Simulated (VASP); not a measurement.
# Na (I4/mmm) in VASP: single point with LDA

Aim: the single point of Na with LDA.

All numbers are computed with VASP 6.6.1; they aren't measurements. Logs are shortened: lines on timing, memory, paths and dates and some standing lists are left out, and cuts for length are marked.

### Step 1. The cell of the first run

It takes space group I4/mmm (No. 139, tetragonal). Conventional cell: a = 4.293 Å, b = 4.293 Å, c = 4.121 Å, α = 90.00°, β = 90.00°, γ = 90.00°. Na (site symmetry 4/mmm) has 14 Na at 3.67 to 4.29 Å within 4.8 Å.

### Step 2. Single point, LDA

Input file INCAR:

```
SYSTEM = Na
PREC = Accurate
ENCUT = 520
EDIFF = 1E-6
ISMEAR = 0
SIGMA = 0.15
LREAL = .False.
LASPH = .True.
NELM = 80
ALGO = Fast
ISIF = 2
LWAVE = .False.
LCHARG = .False.
NBANDS = 10
```

Input file KPOINTS:

```
regular mesh
0
Gamma
  18 18 18
  0 0 0
```

Input file POSCAR:

```
Na
1.0
   -2.1465104543      2.1465104543      2.0606500361
    2.1465104543     -2.1465104543      2.0606500361
    2.1465104543      2.1465104543     -2.0606500361
Na
1
Direct
    0.0000000000      0.0000000000      0.0000000000
```

Potentials or basis: VASP PAW LDA potentials, release 64 (Na_pv).

Run with:

```
cat potpaw_LDA.64/Na_pv/POTCAR > POTCAR
mpirun -np 1 vasp_std > vasp.out
```

OUTCAR:

```text
SYSTEM = Na
   PREC = Accurate
   ENCUT = 520
   EDIFF = 1E-6
   ISMEAR = 0
   LREAL = .False.
   LASPH = .True.
   NELM = 80
   ISIF = 2

 ion  position               nearest neighbor table
   1  0.000  0.000  0.000-

  LATTYP: Found a body centered tetragonal cell.
 ALAT       =     4.2930209086
 C/A-ratio  =     0.9600000000

  Lattice vectors:

 A1 = (  -2.1465104543,   2.1465104543,   2.0606500361)
 A2 = (   2.1465104543,  -2.1465104543,   2.0606500361)
 A3 = (   2.1465104543,   2.1465104543,  -2.0606500361)

Analysis of symmetry for initial positions (statically):
=====================================================================
 Subroutine PRICEL returns:
 Original cell was already a primitive cell.

 Routine SETGRP: Setting up the symmetry group for a
 body centered tetragonal supercell.

 Subroutine GETGRP returns: Found 16 space group operations
 (whereof 16 operations were pure point group operations)
 out of a pool of 16 trial point group operations.

The static configuration has the point symmetry D_4h.

Analysis of symmetry for dynamics (positions and initial velocities):
=====================================================================
 Subroutine PRICEL returns:
 Original cell was already a primitive cell.

 Routine SETGRP: Setting up the symmetry group for a
 body centered tetragonal supercell.

 Subroutine GETGRP returns: Found 16 space group operations
 (whereof 16 operations were pure point group operations)
 out of a pool of 16 trial point group operations.

The dynamic configuration has the point symmetry D_4h.

 Subroutine INISYM returns: Found 16 space group operations
 (whereof 16 operations are pure point group operations),
 and found     1 'primitive' translations

----------------------------------------------------------------------------------------

                                     Primitive cell

  volume of cell :      37.9778

  direct lattice vectors                    reciprocal lattice vectors
    -2.146510454  2.146510454  2.060650036     0.000000000  0.232936205  0.242641881
     2.146510454 -2.146510454  2.060650036     0.232936205  0.000000000  0.242641881
     2.146510454  2.146510454 -2.060650036     0.232936205  0.232936205  0.000000000

  length of vectors
     3.668963455  3.668963455  3.668963455     0.336354512  0.336354512  0.329421541

  position of ions in fractional coordinates (direct lattice)
     0.000000000  0.000000000  0.000000000

  ion indices of the primitive-cell ions
   primitive index   ion index
                 1           1

----------------------------------------------------------------------------------------

 KPOINTS: regular mesh

Automatic generation of k-mesh.
 Grid dimensions read from file:
 generate k-points for:   18   18   18

 Generating k-lattice:

  Cartesian coordinates                     Fractional coordinates (reciprocal lattice)
     0.000000000  0.012940900  0.013480104     0.055555556 -0.000000000  0.000000000
     0.012940900  0.000000000  0.013480104    -0.000000000  0.055555556  0.000000000
     0.012940900  0.012940900  0.000000000     0.000000000  0.000000000  0.055555556

  Length of vectors
     0.018686362  0.018686362  0.018301197

  Shift w.r.t. Gamma in fractional coordinates (k-lattice)
     0.000000000  0.000000000  0.000000000

 Subroutine IBZKPT returns following result:
 ===========================================

 Found    480 irreducible k-points:

 Following reciprocal coordinates:
            Coordinates               Weight
  0.000000  0.000000  0.000000      1.000000
  0.055556 -0.000000  0.000000      8.000000
  0.111111 -0.000000  0.000000      8.000000
  0.166667 -0.000000  0.000000      8.000000
  0.222222 -0.000000  0.000000      8.000000
  0.277778 -0.000000  0.000000      8.000000
[... 16 lines left out ...]
 -0.277778  0.055556 -0.000000     16.000000
 -0.222222  0.055556 -0.000000     16.000000
 [... further k-points ...]
   k-points           NKPTS =    480   k-points in BZ     NKDIM =    480   number of bands    NBANDS=     10
   number of dos      NEDOS =    301   number of ions     NIONS =      1
   total plane-waves  NPLWV =  21952
   dimension x,y,z NGX =    28 NGY =   28 NGZ =   28
   dimension x,y,z NGXF=    56 NGYF=   56 NGZF=   56
   ions per type =               1
   NGX,Y,Z   is equivalent  to a cutoff of  12.69, 12.69, 12.69 a.u.
   NGXF,Y,Z  is equivalent  to a cutoff of  25.37, 25.37, 25.37 a.u.
 SYSTEM =  Na
   PREC   = accura    normal or accurate (medium, high low for compatibility)
   ISTART =      0    job   : 0-new  1-cont  2-samecut
   ICHARG =      2    charge: 1-file 2-atom 10-const
   ISPIN  =      1    spin polarized calculation?
   LNONCOLLINEAR =      F non collinear calculations
   LSORBIT =      F    spin-orbit coupling
   LASPH  =      T    aspherical Exc in radial PAW
   ENCUT  =  520.0 eV  38.22 Ry    6.18 a.u.   6.82  6.82  6.82*2*pi/ulx,y,z
   NELM   =     80;   NELMIN=  2; NELMDL= -5     # of ELM steps
   EDIFF  = 0.1E-05   stopping-criterion for ELM
   LREAL  =      F    real-space projection
   EDIFFG = 0.1E-04   stopping-criterion for IOM
   NSW    =      0    number of steps for IOM
   IBRION =     -1    ionic relax: 0-MD 1-quasi-New 2-CG
   NFREE  =      0    steps in history (QN), initial steepest desc. (CG)
   ISIF   =      2    stress and relaxation
   ISYM   =      2    0-nonsym 1-usesym 2-fastsym
   POTIM  = 0.5000    time-step for ionic-motion
   TEBEG  =    0.0;   TEEND  =   0.0 temperature during run
   PSTRESS=    0.0 pullay stress
   NELECT =       7.0000    total number of electrons
   NUPDOWN=      -1.0000    fix difference up-down
   EMIN   =  10.00;   EMAX   =-10.00  energy-range for DOS
   EFERMI =   0.00;   METHOD = LEGACY
   ISMEAR =     0;   SIGMA  =   0.15  broadening in eV -4-tet -1-fermi 0-gaus
   EFERMI_NEDOS =   21; number of points for ismear=-14 and -15
   IALGO  =     68    algorithm
   IMIX   =      4    mixing-type and parameters
     AMIX     =   0.40;   BMIX     =  1.00
     AMIX_MAG =   1.60;   BMIX_MAG =  1.00
  volume/ion in A,a.u.               =      37.98       256.29
  Fermi-wavevector in a.u.,A,eV,Ry     =   0.931674  1.760609 11.810087  0.868017
  Thomas-Fermi vector in A             =   2.058192
   LORBIT       =      0    0 simple, 1 ext, 2 COOP (PROOUT), +10 PAW based schemes
   GGA     = CA    functional components
   LHFCALC =     F    Hartree Fock is set to
   AEXX    =    0.0000 exact exchange contribution
   IVDW    =     0    specifies the selected vdW correction
   LEPSILON=     F    determine dielectric tensor
   LRPA    =     F    only Hartree local field effects (RPA)
 non-spin polarized calculation
 RMM-DIIS sequential band-by-band and
 Gauss-broadening in eV      SIGMA  =   0.15
  energy-cutoff  :      520.00
  volume of cell :       37.98
 maximum number of plane-waves:      1044
   NGX = 13   NGY = 13   NGZ = 13

 number of electron       6.9999999 magnetization

 Free energy of the ion-electron system (eV)
  ---------------------------------------------------
  ext. energy  EPLUGINS =         0.00000000
  ---------------------------------------------------
  free energy    TOTEN  =        -1.44161219 eV

  energy without entropy =       -1.43659989  energy(sigma->0) =       -1.43910604

 E-fermi :   0.0938     XC(G=0):  -6.6608

 val. band max:        0.0812002506   @ k =   0.3333   0.1111   0.0556
 cond. band min:       0.0938067664   @ k =  -0.4444   0.4444   0.0000
 fundamental gap:      0.0126065158
 Fermi energy:         0.0937536925

 k-point     1 :       0.0000    0.0000    0.0000
  band No.  band energies     occupation
      1     -24.8686      2.00000
      2     -24.8684      2.00000
      3     -24.8684      2.00000
      4      -3.1373      2.00000
      5      11.1906      0.00000
      6      11.8002      0.00000
      7      11.8002      0.00000
      8      12.3641      0.00000
      9      12.8409      0.00000
     10      12.8485      0.00000

 k-point     2 :       0.0556   -0.0000    0.0000
  band No.  band energies     occupation
      1     -24.8695      2.00000
      2     -24.8688      2.00000
      3     -24.8685      2.00000
      4      -3.0831      2.00000
      5      10.8896      0.00000
      6      11.0229      0.00000
      7      11.4651      0.00000
      8      11.8677      0.00000
      9      12.4472      0.00000
     10      13.1961      0.00000

 k-point     3 :       0.1111   -0.0000    0.0000
  band No.  band energies     occupation
      1     -24.8724      2.00000
      2     -24.8698      2.00000
      3     -24.8685      2.00000
      4      -2.9205      2.00000
      5       9.6037      0.00000
      6      10.3288      0.00000
      7      10.8844      0.00000
      8      11.2512      0.00000
      9      12.0653      0.00000
     10      13.3434      0.00000

 k-point     4 :       0.1667   -0.0000    0.0000
  band No.  band energies     occupation
      1     -24.8769      2.00000
      2     -24.8713      2.00000
      3     -24.8686      2.00000
      4      -2.6507      2.00000
      5       8.1684      0.00000
      6       9.7615      0.00000
      7      10.3311      0.00000
      8      10.6724      0.00000
      9      11.6695      0.00000
     10      13.5622      0.00000

 k-point     5 :       0.2222   -0.0000    0.0000
  band No.  band energies     occupation
      1     -24.8823      2.00000
      2     -24.8732      2.00000
      3     -24.8687      2.00000
      4      -2.2754      2.00000
      5       6.7923      0.00000
      6       9.2516      0.00000
      7       9.8565      0.00000
      8      10.1745      0.00000
      9      11.2581      0.00000
     10      13.8534      0.00000

 k-point     6 :       0.2778   -0.0000    0.0000
  band No.  band energies     occupation
      1     -24.8881      2.00000
      2     -24.8753      2.00000
      3     -24.8687      2.00000
      4      -1.7966      2.00000
      5       5.4914      0.00000
      6       8.8209      0.00000
      7       9.4696      0.00000
      8       9.7661      0.00000
      9      10.8736      0.00000
     10      14.2190      0.00000

 k-point     7 :       0.3333    0.0000    0.0000
  band No.  band energies     occupation
      1     -24.8935      2.00000
      2     -24.8772      2.00000
      3     -24.8688      2.00000
      4      -1.2171      2.00000
      5       4.2722      0.00000
      6       8.4798      0.00000
      7       9.1706      0.00000
      8       9.4489      0.00000
      9      10.5482      0.00000
     10      14.6588      0.00000

 k-point     8 :       0.3889    0.0000    0.0000
  band No.  band energies     occupation
      1     -24.8979      2.00000
      2     -24.8787      2.00000
      3     -24.8688      2.00000
      4      -0.5405      2.00000
      5       3.1388      0.00000
      6       8.2334      0.00000
      7       8.9584      0.00000
      8       9.2230      0.00000
      9      10.3032      0.00000
     10      15.1647      0.00000

 k-point     9 :       0.4444   -0.0000    0.0000
  band No.  band energies     occupation
      1     -24.9007      2.00000
      2     -24.8797      2.00000
      3     -24.8689      2.00000
      4       0.2255      0.21431
      5       2.0991      0.00000
      6       8.0847      0.00000
      7       8.8315      0.00000
      8       9.0878      0.00000
      9      10.1514      0.00000
     10      15.6884      0.00000
[... 118 lines left out ...]
 k-point    19 :       0.5000    0.0556    0.0000
  band No.  band energies     occupation
      1     -24.9011      2.00000
      2     -24.8802      2.00000
      3     -24.8693      2.00000
      4       0.6494      0.00000
      5       1.6819      0.00000
      6       7.4014      0.00000
      7       8.6328      0.00000
      8       9.3936      0.00000
      9      10.7142      0.00000
     10      15.7442      0.00000

 k-point    20 :      -0.4444    0.0556   -0.0000
  band No.  band energies     occupation
      1     -24.8992      2.00000
      2     -24.8795      2.00000
      3     -24.8692      2.00000
      4      -0.1459      1.97612
      5       2.6628      0.00000
      6       7.4759      0.00000
      7       8.7490      0.00000
      8       9.4666      0.00000
      9      10.8353      0.00000
     10      15.4993      0.00000

 k-point    21 :      -0.3889    0.0556   -0.0000
  band No.  band energies     occupation
      1     -24.8957      2.00000
      2     -24.8781      2.00000
      3     -24.8692      2.00000
      4      -0.8664      2.00000
      5       3.7510      0.00000
      6       7.6474      0.00000
      7       8.9539      0.00000
      8       9.6348      0.00000
      9      11.0457      0.00000
     10      14.9137      0.00000

 k-point    22 :      -0.3333    0.0556   -0.0000
  band No.  band energies     occupation
      1     -24.8909      2.00000
      2     -24.8763      2.00000
      3     -24.8691      2.00000
      4      -1.4926      2.00000
      5       4.9266      0.00000
      6       7.9154      0.00000
      7       9.2461      0.00000
      8       9.8973      0.00000
      9      11.3369      0.00000
     10      14.3273      0.00000

 k-point    23 :      -0.2778    0.0556   -0.0000
  band No.  band energies     occupation
      1     -24.8854      2.00000
      2     -24.8742      2.00000
      3     -24.8690      2.00000
      4      -2.0197      2.00000
      5       6.1833      0.00000
      6       8.2790      0.00000
      7       9.6231      0.00000
      8      10.2511      0.00000
      9      11.6918      0.00000
     10      13.8169      0.00000

 k-point    24 :      -0.2222    0.0556   -0.0000
  band No.  band energies     occupation
      1     -24.8800      2.00000
      2     -24.8721      2.00000
      3     -24.8689      2.00000
      4      -2.4447      2.00000
      5       7.5110      0.00000
      6       8.7397      0.00000
      7      10.0812      0.00000
      8      10.6870      0.00000
      9      12.0713      0.00000
     10      13.4278      0.00000

 [... further k-points ...]
[... 5 lines left out ...]
  --------------------------------------------------------------------------------------
  -------------------------------------------------------------------------------------
  Total       -0.2639088     -0.2639088     -0.2541249      0.0000000      0.0000000      0.0000000
  in kB      -11.1335620    -11.1335620    -10.7208075      0.0000000      0.0000000      0.0000000
  external PRESSURE =     -10.9959772 kB  Pullay stress =       0.0000000 kB

 VOLUME and BASIS-vectors are now :
 -----------------------------------------------------------------------------
  energy-cutoff  :      520.00
  volume of cell :       37.98
      direct lattice vectors                 reciprocal lattice vectors
    -2.146510454  2.146510454  2.060650036     0.000000000  0.232936205  0.242641881
     2.146510454 -2.146510454  2.060650036     0.232936205  0.000000000  0.242641881
     2.146510454  2.146510454 -2.060650036     0.232936205  0.232936205  0.000000000

 POSITION                                       TOTAL-FORCE (eV/Angst)
 -----------------------------------------------------------------------------------
      0.00000      0.00000      0.00000         0.000000      0.000000      0.000000
 -----------------------------------------------------------------------------------
    total drift:                                0.000000     -0.000000     -0.000000

  FREE ENERGIE OF THE ION-ELECTRON SYSTEM (eV)
  ---------------------------------------------------
  free  energy   TOTEN  =        -1.4416121867 eV

  energy  without entropy=       -1.4365998908  energy(sigma->0) =       -1.43910604
```

Wall time 47 s (1 thread of Intel Xeon 6975P-C (Granite Rapids), shared host); peak memory 0.24 GiB.

What came out:

```yaml
Free_energy: -1.4416 eV
Pressure: -1.1 GPa
```

Levels at points of the mesh, in eV from the Fermi level:
| k point | band 1 | band 2 | band 3 | band 4 | band 5 | band 6 | band 7 | band 8 |
| --- | --- | --- | --- | --- | --- | --- | --- | --- |
| (0.00, 0.00, 0.00) | -24.96 | -24.96 | -24.96 | -3.23 | 11.10 | 11.71 | 11.71 | 12.27 |
| (0.50, 0.00, 0.00) | -25.00 | -24.97 | -24.96 | 0.83 | 1.22 | 7.94 | 8.70 | 8.95 |
| (0.50, 0.50, 0.00) | -25.00 | -24.97 | -24.96 | 0.68 | 1.03 | 8.46 | 9.21 | 9.49 |
| (0.50, 0.50, 0.50) | -24.99 | -24.99 | -24.98 | 4.38 | 4.54 | 4.54 | 4.68 | 5.24 |
